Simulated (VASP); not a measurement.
A run of VASP 6.6.1 is set up as follows.

Contents of INCAR:

```
SYSTEM = InSb
PREC = Accurate
ENCUT = 520
EDIFF = 1E-6
ISMEAR = 0
SIGMA = 0.1
LREAL = .FALSE.
LASPH = .TRUE.
NELM = 60
ALGO = Normal
ISIF = 2
LWAVE = .FALSE.
LCHARG = .FALSE.
GGA = PS
NBANDS = 16
```

The input KPOINTS:

```
Automatic mesh
0
G
  6 6 6
  0 0 0
```

Contents of POSCAR:

```
InSb
1.0
    0.0000000000      3.3166107100      3.3166107100
    3.3166107100      0.0000000000      3.3166107100
    3.3166107100      3.3166107100      0.0000000000
In Sb
1 1
Direct
    0.0000000000      0.0000000000      0.0000000000
    0.7500000000      0.7500000000      0.7500000000
```

Potentials or basis: VASP PAW PBE potentials, release 64 (In_d, Sb).

Run with:

```console
$ cat potpaw_PBE.64/In_d/POTCAR potpaw_PBE.64/Sb/POTCAR > POTCAR
$ mpirun -np 1 vasp_std > vasp.out
```

**Question.** What does it give for the pressure?

**Answer.** -1.9 GPa.

**Question.** Predict the band gap on the k mesh.

**Answer.** Zero (filled and empty bands touch).

Caveat: the PAW data sets were made with another functional, which shifts forces and pressure a little; spin-orbit coupling is left out, which moves the levels of the heavy elements.
